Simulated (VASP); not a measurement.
# Cd (R-3m) in VASP: a series of runs

Cd is run at these levels: r2SCAN, PBE; tasks: single point, relaxation of cell and atoms.

Everything below comes from runs of VASP 6.6.1. Logs are shortened: lines on timing, memory, paths and dates and some standing lists are left out, and cuts for length are marked.

### Step 1. The cell of the first run

It takes space group R-3m (No. 166, trigonal). Conventional cell: a = 3.222 Å, b = 3.222 Å, c = 7.273 Å, α = 90.00°, β = 90.00°, γ = 120.00°. Cd (site symmetry -3m) has 12 Cd at 3.06 to 3.22 Å within 4.0 Å.

### Step 2. Single point, r2SCAN

Input file POSCAR:

```
Cd
1.0
    1.6112377202      0.9302485315      2.4242979137
   -1.6112377202      0.9302485315      2.4242979137
    0.0000000000     -1.8604970630      2.4242979137
Cd
1
Direct
    0.0000000000      0.0000000000      0.0000000000
```

Input file INCAR.step1:

```
SYSTEM = Cd
ALGO = Normal
EDIFF = 1E-4
ENCUT = 520
GGA = PE
ISMEAR = -1
LASPH = .True.
LCHARG = .False.
LREAL = .False.
LWAVE = .True.
NBANDS = 12
NELM = 100
PREC = Accurate
SIGMA = 0.05
```

Input file INCAR.step2:

```
SYSTEM = Cd
ALGO = Normal
EDIFF = 1E-7
ENCUT = 520
ISIF = 2
ISMEAR = -1
ISTART = 1
LASPH = .True.
LCHARG = .True.
LELF = .True.
LMIXTAU = .True.
LREAL = .False.
LVHAR = .True.
LWAVE = .False.
METAGGA = R2SCAN
NBANDS = 12
NELM = 100
PREC = Accurate
SIGMA = 0.05
```

Input file KPOINTS:

```
k-points
0
Gamma
  10 10 10
  0 0 0
```

Potentials or basis: VASP PAW PBE potentials, release 64 (Cd).

The run is started by

```
> cat potpaw_PBE.64/Cd/POTCAR > POTCAR
> cp INCAR.step1 INCAR
> mpirun -np 1 vasp_std > vasp.out
> cp INCAR.step2 INCAR
> mpirun -np 1 vasp_std > vasp.out
```

OUTCAR:

```text
SYSTEM = Cd
   EDIFF = 1E-7
   ENCUT = 520
   ISIF = 2
   ISMEAR = -1
   ISTART = 1
   LASPH = .True.
   LREAL = .False.
   METAGGA = R2SCAN
   NELM = 100
   PREC = Accurate

 ion  position               nearest neighbor table
   1  0.000  0.000  0.000-

  LATTYP: Found a trigonal (rhomboedric) cell.
 ALAT       =     3.0559237058
 COS(alpha) =     0.4440135318

  Lattice vectors:

 A1 = (   1.6112377202,   0.9302485315,   2.4242979137)
 A2 = (  -1.6112377202,   0.9302485315,   2.4242979137)
 A3 = (   0.0000000000,  -1.8604970630,   2.4242979137)

Analysis of symmetry for initial positions (statically):
=====================================================================
 Subroutine PRICEL returns:
 Original cell was already a primitive cell.

 Routine SETGRP: Setting up the symmetry group for a
 trigonal (rhombohedral) supercell.

 Subroutine GETGRP returns: Found 12 space group operations
 (whereof 12 operations were pure point group operations)
 out of a pool of 12 trial point group operations.

The static configuration has the point symmetry D_3d.

Analysis of symmetry for dynamics (positions and initial velocities):
=====================================================================
 Subroutine PRICEL returns:
 Original cell was already a primitive cell.

 Routine SETGRP: Setting up the symmetry group for a
 trigonal (rhombohedral) supercell.

 Subroutine GETGRP returns: Found 12 space group operations
 (whereof 12 operations were pure point group operations)
 out of a pool of 12 trial point group operations.

The dynamic configuration has the point symmetry D_3d.

 Subroutine INISYM returns: Found 12 space group operations
 (whereof 12 operations are pure point group operations),
 and found     1 'primitive' translations

----------------------------------------------------------------------------------------

                                     Primitive cell

  volume of cell :      21.8020

  direct lattice vectors                    reciprocal lattice vectors
     1.611237720  0.930248531  2.424297914     0.310320441  0.179163590  0.137496853
    -1.611237720  0.930248531  2.424297914    -0.310320441  0.179163590  0.137496853
     0.000000000 -1.860497063  2.424297914     0.000000000 -0.358327180  0.137496853

  length of vectors
     3.055923706  3.055923706  3.055923706     0.383801710  0.383801710  0.383801710

  position of ions in fractional coordinates (direct lattice)
     0.000000000  0.000000000  0.000000000

  ion indices of the primitive-cell ions
   primitive index   ion index
                 1           1
[... 74 lines left out ...]
   EDIFFG = 0.1E-05   stopping-criterion for IOM
   NSW    =      0    number of steps for IOM
   IBRION =     -1    ionic relax: 0-MD 1-quasi-New 2-CG
   NFREE  =      0    steps in history (QN), initial steepest desc. (CG)
   ISIF   =      2    stress and relaxation
   ISYM   =      2    0-nonsym 1-usesym 2-fastsym
   POTIM  = 0.5000    time-step for ionic-motion
   TEBEG  =    0.0;   TEEND  =   0.0 temperature during run
   PSTRESS=    0.0 pullay stress
   NELECT =      12.0000    total number of electrons
   NUPDOWN=      -1.0000    fix difference up-down
   EMIN   =  10.00;   EMAX   =-10.00  energy-range for DOS
   EFERMI =   0.00;   METHOD = LEGACY
   ISMEAR =    -1;   SIGMA  =   0.05  broadening in eV -4-tet -1-fermi 0-gaus
   EFERMI_NEDOS =   21; number of points for ismear=-14 and -15
   IALGO  =     38    algorithm
   IMIX   =      4    mixing-type and parameters
     AMIX     =   0.40;   BMIX     =  1.00
     AMIX_MAG =   1.60;   BMIX_MAG =  1.00
  volume/ion in A,a.u.               =      21.80       147.13
  Fermi-wavevector in a.u.,A,eV,Ry     =   1.341642  2.535336 24.490529  1.800003
  Thomas-Fermi vector in A             =   2.469859
   LORBIT       =      0    0 simple, 1 ext, 2 COOP (PROOUT), +10 PAW based schemes
   METAGGA = R2SCAN    functional components
   LHFCALC =     F    Hartree Fock is set to
   AEXX    =    0.0000 exact exchange contribution
   IVDW    =     0    specifies the selected vdW correction
   LEPSILON=     F    determine dielectric tensor
   LRPA    =     F    only Hartree local field effects (RPA)
 non-spin polarized calculation
  energy-cutoff  :      520.00
  volume of cell :       21.80
 maximum number of plane-waves:       596
   NGX = 11   NGY = 11   NGZ = 11

 number of electron      11.9999999 magnetization

 Free energy of the ion-electron system (eV)
  ---------------------------------------------------
  ext. energy  EPLUGINS =         0.00000000
  ---------------------------------------------------
  free energy    TOTEN  =       -20.08185079 eV

  energy without entropy =      -20.07974226  energy(sigma->0) =      -20.08079652

 E-fermi :   2.8580     XC(G=0): -11.7651

 val. band max:        2.7540654390   @ k =  -0.4000   0.2000   0.0000
 cond. band min:       2.9386797317   @ k =  -0.4000  -0.4000   0.2000
 fundamental gap:      0.1846142926
 Fermi energy:         2.8580286083

 k-point     1 :       0.0000    0.0000    0.0000
  band No.  band energies     occupation
      1      -6.9077      2.00000
      2      -6.9077      2.00000
      3      -6.6467      2.00000
      4      -6.3030      2.00000
      5      -6.2974      2.00000
      6      -6.2974      2.00000
      7      16.7745      0.00000
      8      17.5844      0.00000
      9      17.5844      0.00000
     10      21.0451      0.00000
     11      21.0451      0.00000
     12      21.1411      0.00000
[... 331 lines left out ...]
 k-point    24 :       0.4000    0.3000   -0.0000
  band No.  band energies     occupation
      1      -7.3238      2.00000
      2      -7.0859      2.00000
      3      -6.1730      2.00000
      4      -6.1618      2.00000
      5      -5.9494      2.00000
      6      -1.4757      2.00000
      7       8.3045      0.00000
      8       9.7731      0.00000
      9      12.2057      0.00000
     10      15.4979      0.00000
     11      15.9807      0.00000
     12      27.3991      0.00000

 [... further k-points ...]
[... 5 lines left out ...]
  --------------------------------------------------------------------------------------
  -------------------------------------------------------------------------------------
  Total        0.0394600      0.0394600      0.0510629      0.0000000     -0.0000000      0.0000000
  in kB        2.8998234      2.8998234      3.7524940      0.0000000     -0.0000000      0.0000000
  external PRESSURE =       3.1840469 kB  Pullay stress =       0.0000000 kB

 VOLUME and BASIS-vectors are now :
 -----------------------------------------------------------------------------
  energy-cutoff  :      520.00
  volume of cell :       21.80
      direct lattice vectors                 reciprocal lattice vectors
     1.611237720  0.930248531  2.424297914     0.310320441  0.179163590  0.137496853
    -1.611237720  0.930248531  2.424297914    -0.310320441  0.179163590  0.137496853
     0.000000000 -1.860497063  2.424297914     0.000000000 -0.358327180  0.137496853

 POSITION                                       TOTAL-FORCE (eV/Angst)
 -----------------------------------------------------------------------------------
      0.00000      0.00000      0.00000        -0.000000      0.000000      0.000000
 -----------------------------------------------------------------------------------
    total drift:                               -0.000000     -0.000000      0.000000

  FREE ENERGIE OF THE ION-ELECTRON SYSTEM (eV)
  ---------------------------------------------------
  free  energy   TOTEN  =       -20.0818507916 eV

  energy  without entropy=      -20.0797422561  energy(sigma->0) =      -20.08079652
```

OUTCAR.step1:

```text
SYSTEM = Cd
   EDIFF = 1E-4
   ENCUT = 520
   GGA = PE
   ISMEAR = -1
   LASPH = .True.
   LREAL = .False.
[... 576 lines left out ...]
 -----------------------------------------------------------------------------------
      0.00000      0.00000      0.00000         0.000000      0.000000      0.000000
 -----------------------------------------------------------------------------------
    total drift:                               -0.000000      0.000000     -0.000000

  FREE ENERGIE OF THE ION-ELECTRON SYSTEM (eV)
  ---------------------------------------------------
  free  energy   TOTEN  =        -0.7338568319 eV

  energy  without entropy=       -0.7316943229  energy(sigma->0) =       -0.73277558
```

Run time: 39 s. Hardware: 1 thread of Intel Xeon 6975P-C (Granite Rapids), shared host; peak memory 0.16 GiB.

Results:

| Quantity | Value |
| --- | --- |
| Free energy | -20.0819 eV |
| Pressure | 0.3 GPa |
| Band gap on the k mesh | zero (band 6 reaches 4.15 eV, above the bottom of band 7 at 1.14 eV) |

Caveat: the PAW data sets were made with another functional, which shifts forces and pressure a little.

### Step 3. Relaxation of cell and atoms, r2SCAN

This run uses another cell than the first one, of 21.94 Å³/atom, 1.006 times its volume.

Input file POSCAR:

```
Cd
1.0
    1.6080291515      0.9283960635      2.4492874100
   -1.6080291515      0.9283960635      2.4492874100
    0.0000000000     -1.8567921270      2.4492874100
Cd
1
Direct
    0.0000000000      0.0000000000      0.0000000000
```

Input file INCAR.step1:

```
PREC     = Accurate       # precision mode
ENCUT    = 600            # plane-wave cutoff, eV
ISMEAR   = -1             # smearing method
SIGMA    = 0.05           # smearing width, eV
LREAL    = F              # projectors in reciprocal space
LASPH    = T              # aspherical terms in the spheres
NELM     = 100            # most SCF steps
GGA      = PE             # functional
ALGO     = Normal         # electronic algorithm
EDIFF    = 1E-4           # SCF threshold, eV
LWAVE    = T              # write WAVECAR
LCHARG   = F              # write CHGCAR
```

Input file INCAR.step2:

```
PREC     = Accurate       # precision mode
ENCUT    = 600            # plane-wave cutoff, eV
EDIFF    = 1E-6           # SCF threshold, eV
ISMEAR   = -1             # smearing method
SIGMA    = 0.05           # smearing width, eV
LREAL    = F              # projectors in reciprocal space
LASPH    = T              # aspherical terms in the spheres
NELM     = 100            # most SCF steps
ALGO     = Normal         # electronic algorithm
ISIF     = 3              # what is computed and relaxed
LWAVE    = F              # write WAVECAR
LCHARG   = F              # write CHGCAR
METAGGA  = R2SCAN         # meta-GGA
LMIXTAU  = T            
IBRION   = 2              # ionic algorithm
NSW      = 80             # ionic steps
EDIFFG   = -0.02          # ionic threshold
ISTART   = 1
```

Input file KPOINTS:

```
regular mesh
0
Gamma
  10 10 10
```

Potentials or basis: VASP PAW PBE potentials, release 64 (Cd).

The run is started by

```
> cat potpaw_PBE.64/Cd/POTCAR > POTCAR
> cp INCAR.step1 INCAR
> mpirun -np 1 vasp_std > vasp.out
> cp INCAR.step2 INCAR
> mpirun -np 1 vasp_std > vasp.out
```

Wall time 8.1 min (1 thread of Intel Xeon 6975P-C (Granite Rapids), shared host); peak memory 0.18 GiB.

It converged, with:

| Property | Result |
| --- | --- |
| Free energy | -20.0820 eV |
| Relaxed volume | 21.87 Å³/atom |
| Relaxed cell | a = 3.059 Å, b = 3.059 Å, c = 3.059 Å, α = 63.65°, β = 63.65°, γ = 63.65° |
| Space group after relaxing (to 0.05 Å) | R-3m (No. 166) |
| Energy gained by relaxing | 0.3 meV/atom |
| Ionic steps | 10 |
| Pressure after relaxing | 0.0 GPa |
| Band gap on the k mesh | zero (band 6 reaches 4.13 eV, above the bottom of band 7 at 1.11 eV) |

Step by step:
| step | energy change (eV) | largest force (eV/Å) | pressure (GPa) | volume (Å³) |
| --- | --- | --- | --- | --- |
| 1 | 0.0000 | 0.0000 | -0.12 | 21.94 |
| 2 | -0.0001 | 0.0000 | -0.01 | 21.89 |
| 3 | -0.0001 | 0.0000 | 0.04 | 21.87 |
| 4 | -0.0001 | 0.0000 | 0.14 | 21.82 |
| 5 | -0.0001 | 0.0000 | 0.15 | 21.81 |
| 6 | -0.0002 | 0.0000 | 0.23 | 21.78 |
| 7 | 0.0000 | 0.0000 | 0.42 | 21.73 |
| 8 | -0.0002 | 0.0000 | 0.25 | 21.77 |
| 9 | -0.0002 | 0.0000 | 0.15 | 21.82 |
| 10 | -0.0003 | 0.0000 | 0.04 | 21.87 |

Final structure:
```cif
data_structure
_symmetry_space_group_name_H-M 'P 1'
_symmetry_Int_Tables_number 1
_cell_length_a 3.0588
_cell_length_b 3.0588
_cell_length_c 3.0588
_cell_angle_alpha 63.646
_cell_angle_beta 63.646
_cell_angle_gamma 63.646
_cell_volume 21.87
loop_
_atom_site_label
_atom_site_type_symbol
_atom_site_fract_x
_atom_site_fract_y
_atom_site_fract_z
_atom_site_occupancy
Cd1 Cd 0.00000 0.00000 0.00000 1
```

Levels at points of the mesh, in eV from the Fermi level:
| k point | band 3 | band 4 | band 5 | band 6 | band 7 | band 8 | band 9 | band 10 |
| --- | --- | --- | --- | --- | --- | --- | --- | --- |
| (0.00, 0.00, 0.00) | -9.50 | -9.15 | -9.15 | -9.14 | 13.90 | 14.70 | 14.70 | 18.25 |
| (0.50, 0.00, 0.00) | -9.46 | -8.90 | -8.74 | -2.58 | -1.72 | 13.12 | 13.16 | 14.95 |
| (0.50, 0.50, 0.00) | -8.86 | -8.71 | -8.64 | -0.92 | 1.54 | 6.20 | 8.13 | 10.56 |
| (0.50, 0.50, 0.50) | -9.67 | -8.72 | -8.72 | -2.01 | -0.25 | 11.88 | 11.88 | 12.90 |

Caveat: the PAW data sets were made with another functional, which shifts forces and pressure a little.

### Step 4. Single point, PBE, non-collinear spin, typed start, spin-orbit coupling

This run uses another cell than the first one, of 22.83 Å³/atom, 1.047 times its volume.

Input file INCAR:

```
SYSTEM = Cd
PREC = Accurate
ENCUT = 520
EDIFF = 1E-7
ISMEAR = 1
SIGMA = 0.025
LREAL = .FALSE.
LASPH = .TRUE.
NELM = 150
ALGO = Normal
ISIF = 2
LWAVE = .FALSE.
LCHARG = .FALSE.
LNONCOLLINEAR = .TRUE.
MAGMOM = 0.289 0.289 0.289
LORBIT = 11
LSORBIT = .TRUE.
GGA_COMPAT = .FALSE.
LORBMOM = .TRUE.
GGA = PE
NBANDS = 23
```

Input file KPOINTS:

```
regular mesh
0
G
  8 8 8
  0 0 0
```

Input file POSCAR:

```
Cd
1.0
    1.6351005536      0.9440257641      2.4648525404
   -1.6351004928      0.9440257791      2.4648524948
    0.0000000434     -1.8880514556      2.4648524844
Cd
1
Direct
    0.0000000000      0.0000000000      0.0000000000
```

The run is started by

```
> cat potpaw_PBE.64/Cd/POTCAR > POTCAR
> mpirun -np 1 vasp_ncl > vasp.out
```

Run time: 1.8 min. Hardware: 1 thread of Intel Xeon 6975P-C (Granite Rapids), shared host; peak memory 0.32 GiB.

Results (log left out):

```
Free energy                                           : -0.7760 eV
Pressure                                              : 0.3 GPa
Net moment                                            : 0.00 μB per cell
Valence electrons inside the program's atomic spheres : Cd 10.29
```

Moments on the atoms (μB; x, y, z):
```
Cd  0.00 0.00 0.00
```

### Step 5. Overview

| task | level | spin | cell | k mesh | cutoff (eV) | smearing | gap on the mesh (eV) | pressure (GPa) |
| --- | --- | --- | --- | --- | --- | --- | --- | --- |
| single point | r2SCAN | off | a = 3.056 Å, angles 63.6°, 1 atom | 10 × 10 × 10 | 520 | fermi-dirac 0.05 eV | none | 0.3 |
| relaxation of cell and atoms | r2SCAN | off | relaxed from a = 3.074 Å, angles 63.1°, 1 atom | 10 × 10 × 10 | 600 | fermi-dirac 0.05 eV | none | 0.0 |
| single point | PBE | non-collinear, typed start, SOC | a = 3.105 Å, angles 63.6°, 1 atom | 8 × 8 × 8 | 520 | methfessel-paxton 0.025 eV | - | 0.3 |

Alike in all rows: potentials or basis VASP PAW PBE potentials, release 64 (Cd).

Caveats: the PAW data sets were made with another functional, which shifts forces and pressure a little (some runs).

Absolute energies hang on the potentials; compare differences alone.
